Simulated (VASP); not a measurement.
A run of VASP 6.6.1:

File INCAR:

```
  ALGO = Normal
  EDIFF = 1E-7
  EDIFFG = -0.04
  ENCUT = 600
  GGA = PE
  IBRION = 2
  ISIF = 3
  ISMEAR = 0
  LASPH = T
  LCHARG = F
  LREAL = F
  LWAVE = F
  NELM = 80
  NSW = 90
  PREC = Accurate
  SIGMA = 0.1
```

Contents of KPOINTS:

```
k-points
0
Gamma
  4 4 4
```

Contents of POSCAR:

```
GaP4
1.0
    2.2981469900     -3.5554279400      0.0000000000
    2.2981469900      3.5554279400      0.0000000000
    0.0000000000      0.0000000000      6.4209498200
Ga P
1 4
Direct
    0.5000000000      0.5000000000      0.0000000000
    0.7953697000      0.2046303000      0.6774049600
    0.2046303000      0.7953697000      0.6774049600
    0.2046303000      0.7953697000      0.3225950400
    0.7953697000      0.2046303000      0.3225950400
```

Potentials or basis: VASP PAW PBE potentials, release 64 (Ga_d, P).

The run is started by

```sh
$ cat potpaw_PBE.64/Ga_d/POTCAR potpaw_PBE.64/P/POTCAR > POTCAR
$ mpirun -np 1 vasp_std > vasp.out
```

Hardware: 1 thread of Intel(R) Xeon(R) 6975P-C (Granite Rapids) (shared host).

Task: How long does it take, and how much memory?

Result: Run time: 4.3 min on 1 thread of Intel(R) Xeon(R) 6975P-C (Granite Rapids) (shared host), peak memory 0.28 GiB. Counts: scf iterations 132, k points 21, ion steps 16.
